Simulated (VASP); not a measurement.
**NbC (Niobocarbide): single point with revPBE+D3(BJ)**

Crystal: NbC (Niobocarbide).

```
Nb C
1.0
     3.16013    0.00000    0.00000
     1.58007    2.73675    0.00000
     1.58007    0.91225    2.58024
Nb C
1 1
Direct
  0.00000 0.00000 0.00000
  0.50000 0.50000 0.50000
```

- Program: VASP 6.6.1
- Task: single point
- Functional: revPBE
- Dispersion: D3(BJ)
- Potentials or basis: VASP PAW PBE potentials, release 64 (Nb_sv, C)
- Cutoff: 600 eV
- k mesh: 5 × 5 × 5
- Occupations: gaussian, width 0.01 eV
- Spin: no spin polarisation
- Dipole correction: no
- Further INCAR settings: ALGO = Normal; EDIFF = 1e-06; NBANDS = 16

The pressure is -8.6 GPa and the dispersion energy per atom is -0.927 eV.

Levels at points of the mesh, in eV from the Fermi level:
```
           k point  band 7  band 8  band 9  band 10  band 11  band 12
(0.00, 0.00, 0.00)   -1.09   -1.09    0.00     0.00     0.00     0.56
```

Wall time 8.8 s on 1 thread of Intel(R) Xeon(R) Platinum 8488C (Sapphire Rapids), with other jobs on the host, peak memory 0.16 GiB.

Caveat: the k points lie up to 0.49 Å⁻¹ apart; three body term missing; the PAW data sets were made with another functional, which shifts forces and pressure a little; pairwise dispersion overbinds metals, which lowers pressure and volume.
